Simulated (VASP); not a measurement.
Write the native input for VASP 6.6.1 that does the following.

```yaml
Task: relaxation of cell and atoms
Functional: PBEsol
Potentials_or_basis: VASP PAW PBE potentials, release 64 (Pb_d, I)
Cutoff: 500 eV
k_mesh: 9 × 9 × 4
Occupations: gaussian, width 0.02 eV
Spin: no spin polarisation
Dipole_correction: no
Further_INCAR_settings: ALGO = Normal; EDIFF = 1e-07; IBRION = 2; EDIFFG = -0.005; NSW = 100; ISIF = 3
```

The structure of PbI2 lies in POSCAR:

```
PbI2
1.0
    4.5550018558      0.0000000000      0.0000000000
   -2.2775009279      3.9447473214      0.0000000000
    0.0000000000      0.0000000000      6.9770000000
Pb I
1 2
Direct
    0.0000000000      0.0000000000      0.0000000000
    0.3333333333      0.6666666667      0.2650000000
    0.6666666667      0.3333333333      0.7350000000
```

The input as run:

INCAR

```
PREC = Accurate ; ENCUT = 500
EDIFF = 1E-7 ; ISMEAR = 0
SIGMA = 0.02 ; LREAL = F
LASPH = T ; NELM = 120
ALGO = Normal ; ISIF = 3
LWAVE = F ; LCHARG = F
GGA = PS ; IBRION = 2
NSW = 100 ; EDIFFG = -0.005
GGA_COMPAT = F ; NELMIN = 4
```

KPOINTS

```
Automatic mesh
0
Gamma
  9 9 4
```

Potentials or basis: VASP PAW PBE potentials, release 64 (Pb_d, I).

Command:

```console
$ cat potpaw_PBE.64/Pb_d/POTCAR potpaw_PBE.64/I/POTCAR > POTCAR
$ mpirun -np 1 vasp_std > vasp.out
```

Results of the run:

| Quantity | Value |
| --- | --- |
| Relaxed volume | 42.01 Å³/atom |
| Relaxed cell | a = 4.543 Å, b = 4.543 Å, c = 7.050 Å, α = 90.00°, β = 90.00°, γ = 120.00° |
| Space group after relaxing (to 0.1 Å) | P-3m1 (No. 164) |
| Energy gained by relaxing | 0.2 meV/atom |
| Ionic steps | 15 |
| Pressure after relaxing | 0.0 GPa |
| Largest force after relaxing | 0.004 eV/Å |
| Band gap on the k mesh | 2.14 eV |

Caveat: the PAW data sets were made with another functional, which shifts forces and pressure a little; spin-orbit coupling is left out, which moves the levels of the heavy elements; this functional lacks dispersion, which binds layers or chains, so the pressure and a relaxed spacing across them are unreliable.

Run time: 13 min on 1 thread of Oxide Virtual Turin-like Processor, with other jobs on the host, peak memory 0.29 GiB.
